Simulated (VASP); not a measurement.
# SnO in VASP: single point with PBE+D3(BJ)

Aim: the single point of SnO with PBE+D3(BJ).

Program: VASP 6.6.1. These are calculated values, not measurements. Logs are shortened: lines on timing, memory, paths and dates and some standing lists are left out, and cuts for length are marked.

### Step 1. The cell of the first run

The cell holds a slab with vacuum, 8 atoms: a = 3.820 Å, b = 3.820 Å, c = 22.226 Å, α = 90.00°, β = 90.00°, γ = 90.00°.

### Step 2. Single point, PBE+D3(BJ) (layers slid over each other, then relaxed in part)

Contents of INCAR:

```
SYSTEM = SnO
PREC = Accurate
ENCUT = 520
EDIFF = 1E-6
ISMEAR = 0
SIGMA = 0.05
LREAL = .FALSE.
LASPH = .TRUE.
NELM = 80
ALGO = Normal
ISIF = 2
LWAVE = .FALSE.
LCHARG = .FALSE.
LDIPOL = .TRUE.
IDIPOL = 3
DIPOL = 0.5 0.5 0.401
GGA = PE
IVDW = 12
NBANDS = 50
```

Contents of KPOINTS:

```
regular mesh
0
G
  7 7 1
  0 0 0
```

Contents of POSCAR:

```
SnO
1.0
    3.8201634548      0.0000000000      0.0000000000
    0.0000000000      3.8201634548      0.0000000000
    0.0000000000      0.0000000000     22.2260811900
Sn O
4 4
Direct
    0.7500000000      0.2500000000      0.2024648413
    0.2500000000      0.7500000000      0.3086950611
    0.3750000000      1.0000000000      0.4933237519
   -0.1250000000      1.5000000000      0.5995528532
    0.2500000000      0.2500000000      0.2555880093
    0.7500000000      0.7500000000      0.2555911935
   -0.1250000000      1.0000000000      0.5464294468
    0.3750000000      1.5000000000      0.5464326234
```

Potentials or basis: VASP PAW PBE potentials, release 64 (Sn_d, O).

Launch:

```sh
$ cat potpaw_PBE.64/Sn_d/POTCAR potpaw_PBE.64/O/POTCAR > POTCAR
$ mpirun -np 1 vasp_std > vasp.out
```

OUTCAR:

```text
SYSTEM = SnO
   PREC = Accurate
   ENCUT = 520
   EDIFF = 1E-6
   ISMEAR = 0
   LREAL = .FALSE.
   LASPH = .TRUE.
   NELM = 80
   ISIF = 2
   GGA = PE
   IVDW = 12
 IVDW          = 12

 ion  position               nearest neighbor table
   1  0.750  0.250  0.202-   5 2.25   5 2.25   6 2.25   6 2.25   2 3.59   2 3.59   2 3.59   2 3.59

   2  0.250  0.750  0.309-   6 2.25   6 2.25   5 2.25   5 2.25   1 3.59   1 3.59   1 3.59   1 3.59

   3  0.375  0.000  0.493-   7 2.25   7 2.25   8 2.25   8 2.25   4 3.59   4 3.59   4 3.59   4 3.59

   4  0.875  0.500  0.600-   8 2.25   8 2.25   7 2.25   7 2.25   3 3.59   3 3.59   3 3.59   3 3.59

   5  0.250  0.250  0.256-   2 2.25   2 2.25   1 2.25   1 2.25
   6  0.750  0.750  0.256-   2 2.25   2 2.25   1 2.25   1 2.25
   7  0.875  0.000  0.546-   3 2.25   3 2.25   4 2.25   4 2.25
   8  0.375  0.500  0.546-   3 2.25   3 2.25   4 2.25   4 2.25

  LATTYP: Found a simple tetragonal cell.
 ALAT       =     3.8201634548
 C/A-ratio  =     5.8180969095

  Lattice vectors:

 A1 = (   3.8201634548,   0.0000000000,   0.0000000000)
 A2 = (   0.0000000000,   3.8201634548,   0.0000000000)
 A3 = (   0.0000000000,   0.0000000000,  22.2260811900)

Analysis of symmetry for initial positions (statically):
=====================================================================
 Subroutine PRICEL returns:
 Original cell was already a primitive cell.

 Routine SETGRP: Setting up the symmetry group for a
 simple tetragonal supercell.

 Subroutine GETGRP returns: Found  2 space group operations
 (whereof  1 operations were pure point group operations)
 out of a pool of 16 trial point group operations.

The static configuration has the point symmetry C_1 .
 The point group associated with its full space group is S_2 .

Analysis of symmetry for dynamics (positions and initial velocities):
=====================================================================
 Subroutine PRICEL returns:
 Original cell was already a primitive cell.

 Routine SETGRP: Setting up the symmetry group for a
 simple tetragonal supercell.

 Subroutine GETGRP returns: Found  2 space group operations
 (whereof  1 operations were pure point group operations)
 out of a pool of 16 trial point group operations.

The dynamic configuration has the point symmetry C_1 .
 The point group associated with its full space group is S_2 .

 Subroutine INISYM returns: Found  2 space group operations
 (whereof  1 operations are pure point group operations),
 and found     1 'primitive' translations

----------------------------------------------------------------------------------------

                                     Primitive cell

  volume of cell :     324.3596

  direct lattice vectors                    reciprocal lattice vectors
     3.820163455  0.000000000  0.000000000     0.261768904  0.000000000  0.000000000
     0.000000000  3.820163455  0.000000000     0.000000000  0.261768904  0.000000000
     0.000000000  0.000000000 22.226081190     0.000000000  0.000000000  0.044992187

  length of vectors
     3.820163455  3.820163455 22.226081190     0.261768904  0.261768904  0.044992187

  position of ions in fractional coordinates (direct lattice)
     0.750000000  0.250000000  0.202464841
     0.250000000  0.750000000  0.308695061
     0.375000000  0.000000000  0.493323752
     0.875000000  0.500000000  0.599552853
     0.250000000  0.250000000  0.255588009
     0.750000000  0.750000000  0.255591194
     0.875000000  0.000000000  0.546429447
     0.375000000  0.500000000  0.546432623

  ion indices of the primitive-cell ions
   primitive index   ion index
                 1           1
                 2           2
                 3           3
                 4           4
                 5           5
                 6           6
                 7           7
                 8           8

----------------------------------------------------------------------------------------

 KPOINTS: regular mesh

Automatic generation of k-mesh.
 Grid dimensions read from file:
 generate k-points for:    7    7    1

 Generating k-lattice:

  Cartesian coordinates                     Fractional coordinates (reciprocal lattice)
     0.037395558  0.000000000  0.000000000     0.142857143  0.000000000  0.000000000
     0.000000000  0.037395558  0.000000000     0.000000000  0.142857143  0.000000000
     0.000000000  0.000000000  0.044992187     0.000000000  0.000000000  1.000000000

  Length of vectors
     0.037395558  0.037395558  0.044992187

  Shift w.r.t. Gamma in fractional coordinates (k-lattice)
     0.000000000  0.000000000  0.000000000

 Subroutine IBZKPT returns following result:
 ===========================================

 Found     25 irreducible k-points:

 Following reciprocal coordinates:
            Coordinates               Weight
  0.000000  0.000000  0.000000      1.000000
  0.142857  0.000000  0.000000      2.000000
  0.000000  0.142857  0.000000      2.000000
  0.285714  0.000000  0.000000      2.000000
  0.000000  0.285714  0.000000      2.000000
  0.428571  0.000000  0.000000      2.000000
[... 16 lines left out ...]
  0.285714  0.428571  0.000000      2.000000
  0.428571  0.428571  0.000000      2.000000
   k-points           NKPTS =     25   k-points in BZ     NKDIM =     25   number of bands    NBANDS=     50
   number of dos      NEDOS =    301   number of ions     NIONS =      8
   total plane-waves  NPLWV = 131712
   dimension x,y,z NGX =    28 NGY =   28 NGZ =  168
   dimension x,y,z NGXF=    56 NGYF=   56 NGZF=  336
   ions per type =               4   4
   NGX,Y,Z   is equivalent  to a cutoff of  12.19, 12.19, 12.57 a.u.
   NGXF,Y,Z  is equivalent  to a cutoff of  24.37, 24.37, 25.13 a.u.
 SYSTEM =  SnO
   PREC   = accura    normal or accurate (medium, high low for compatibility)
   ISTART =      0    job   : 0-new  1-cont  2-samecut
   ICHARG =      2    charge: 1-file 2-atom 10-const
   ISPIN  =      1    spin polarized calculation?
   LNONCOLLINEAR =      F non collinear calculations
   LSORBIT =      F    spin-orbit coupling
   LASPH  =      T    aspherical Exc in radial PAW
   ENCUT  =  520.0 eV  38.22 Ry    6.18 a.u.   7.10  7.10 41.33*2*pi/ulx,y,z
   NELM   =     80;   NELMIN=  2; NELMDL= -5     # of ELM steps
   EDIFF  = 0.1E-05   stopping-criterion for ELM
   LREAL  =      F    real-space projection
   EDIFFG = 0.1E-04   stopping-criterion for IOM
   NSW    =      0    number of steps for IOM
   IBRION =     -1    ionic relax: 0-MD 1-quasi-New 2-CG
   NFREE  =      0    steps in history (QN), initial steepest desc. (CG)
   ISIF   =      2    stress and relaxation
   ISYM   =      2    0-nonsym 1-usesym 2-fastsym
   POTIM  = 0.5000    time-step for ionic-motion
   TEBEG  =    0.0;   TEEND  =   0.0 temperature during run
   PSTRESS=    0.0 pullay stress
   NELECT =      80.0000    total number of electrons
   NUPDOWN=      -1.0000    fix difference up-down
   EMIN   =  10.00;   EMAX   =-10.00  energy-range for DOS
   EFERMI =   0.00;   METHOD = LEGACY
   ISMEAR =     0;   SIGMA  =   0.05  broadening in eV -4-tet -1-fermi 0-gaus
   EFERMI_NEDOS =   21; number of points for ismear=-14 and -15
   IALGO  =     38    algorithm
   IMIX   =      4    mixing-type and parameters
     AMIX     =   0.40;   BMIX     =  1.00
     AMIX_MAG =   1.60;   BMIX_MAG =  1.00
  volume/ion in A,a.u.               =      40.54       273.61
  Fermi-wavevector in a.u.,A,eV,Ry     =   1.026666  1.940118 14.341130  1.054043
  Thomas-Fermi vector in A             =   2.160571
   LORBIT       =      0    0 simple, 1 ext, 2 COOP (PROOUT), +10 PAW based schemes
   GGA     = PE    functional components
   LHFCALC =     F    Hartree Fock is set to
   AEXX    =    0.0000 exact exchange contribution
   IVDW    =    12    specifies the selected vdW correction
   LEPSILON=     F    determine dielectric tensor
   LRPA    =     F    only Hartree local field effects (RPA)
 non-spin polarized calculation
 Gauss-broadening in eV      SIGMA  =   0.05
  energy-cutoff  :      520.00
  volume of cell :      324.36
 maximum number of plane-waves:      8769
   NGX = 15   NGY = 15   NGZ = 83

 dipolmoment           0.000000      0.000000      0.000116 electrons x Angstroem

 number of electron      79.9999971 magnetization

 dipolmoment           0.000000      0.000000     -0.000868 electrons x Angstroem

 Free energy of the ion-electron system (eV)
  ---------------------------------------------------
  ext. energy  EPLUGINS =         0.00000000
  ---------------------------------------------------
  free energy    TOTEN  =       -45.14350816 eV

  energy without entropy =      -45.14350816  energy(sigma->0) =      -45.14350816

 E-fermi :   0.0715     XC(G=0):  -5.3048

 val. band max:       -0.1630692691   @ k =  -0.1429   0.1429   0.0000
 cond. band min:       2.2519405806   @ k =   0.4286   0.0000   0.0000
 fundamental gap:      2.4150098497
 Fermi energy:         0.0714975371

 k-point     1 :       0.0000    0.0000    0.0000
  band No.  band energies     occupation
      1     -21.0529      2.00000
      2     -21.0469      2.00000
      3     -20.6905      2.00000
      4     -20.6846      2.00000
      5     -20.6536      2.00000
      6     -20.6534      2.00000
[... 42 lines left out ...]
     49       5.1939      0.00000
     50       5.2141      0.00000

 k-point     2 :       0.1429    0.0000    0.0000
  band No.  band energies     occupation
      1     -21.0440      2.00000
      2     -21.0380      2.00000
      3     -20.6913      2.00000
      4     -20.6854      2.00000
      5     -20.6552      2.00000
      6     -20.6527      2.00000
[... 1158 lines left out ...]
 k-point    24 :       0.4286    0.4286    0.0000
  band No.  band energies     occupation
      1     -20.9939      2.00000
      2     -20.9879      2.00000
      3     -20.9798      2.00000
      4     -20.9738      2.00000
      5     -20.6599      2.00000
      6     -20.6535      2.00000
[... 42 lines left out ...]
     49       5.9807      0.00000
     50       6.3088      0.00000

 [... further k-points ...]

------------------------ aborting loop because EDIFF is reached ----------------------------------------

 vacuum level on the upper side and lower side of the slab       (xc-potential included)        -0.163        -0.150

 Edisp (eV)   -1.24577

 E8    (eV) :    -0.5507

  FORCE on cell =-STRESS in cart. coord.  units (eV):
  Direction    XX          YY          ZZ          XY          YZ          ZX
  --------------------------------------------------------------------------------------
  -------------------------------------------------------------------------------------
  Total       0.27461     0.31303     0.29220     0.02486     0.30143     0.17654
  in kB       1.35645     1.54619     1.44331     0.12280     1.48890     0.87203
  external pressure =        1.45 kB  Pullay stress =        0.00 kB

 VOLUME and BASIS-vectors are now :
 -----------------------------------------------------------------------------
  energy-cutoff  :      520.00
  volume of cell :      324.36
      direct lattice vectors                 reciprocal lattice vectors
     3.820163455  0.000000000  0.000000000     0.261768904  0.000000000  0.000000000
     0.000000000  3.820163455  0.000000000     0.000000000  0.261768904  0.000000000
     0.000000000  0.000000000 22.226081190     0.000000000  0.000000000  0.044992187

 POSITION                                       TOTAL-FORCE (eV/Angst)
 -----------------------------------------------------------------------------------
      2.86512      0.95504      4.50000        -0.003314     -0.005647     -0.097019
      0.95504      2.86512      6.86108        -0.017982     -0.033603      0.096707
      1.43256      0.00000     10.96465         0.017982      0.033603     -0.096707
      3.34264      1.91008     13.32571         0.003314      0.005647      0.097019
      0.95504      0.95504      5.68072         0.006762     -0.028886      0.000906
      2.86512      2.86512      5.68079        -0.018049      0.011324      0.000936
      3.34264      0.00000     12.14499         0.018049     -0.011324     -0.000936
      1.43256      1.91008     12.14506        -0.006762      0.028886     -0.000906
 -----------------------------------------------------------------------------------
    total drift:                                0.000037      0.000054     -0.275388

  FREE ENERGIE OF THE ION-ELECTRON SYSTEM (eV)
  ---------------------------------------------------
  free  energy   TOTEN  =       -46.3892815663 eV

  energy  without entropy=      -46.3892815663  energy(sigma->0) =      -46.38928157

 vacuum level on the upper side and lower side of the slab         4.798         4.813
```

Wall time 6 min (1 thread of AMD EPYC 9R45 (Zen 5), shared host); peak memory 0.49 GiB.

Results:

```yaml
Free_energy: -46.3893 eV
Largest_force: 0.104 eV/Å
Band_gap_on_the_k_mesh: 2.42 eV (least direct gap 2.53 eV)
Dispersion_energy_per_atom: -0.156 eV
```

Forces on the atoms (eV/Å):
```
Sn  -0.003 -0.006 -0.097
Sn  -0.018 -0.034  0.097
Sn   0.018  0.034 -0.097
Sn   0.003  0.006  0.097
O    0.007 -0.029  0.001
O   -0.018  0.011  0.001
O    0.018 -0.011 -0.001
O   -0.007  0.029 -0.001
```

Caveat: the cell differs from its parent crystal (layers slid over each other, then relaxed in part); spin-orbit coupling is left out, which moves the levels of the heavy elements.
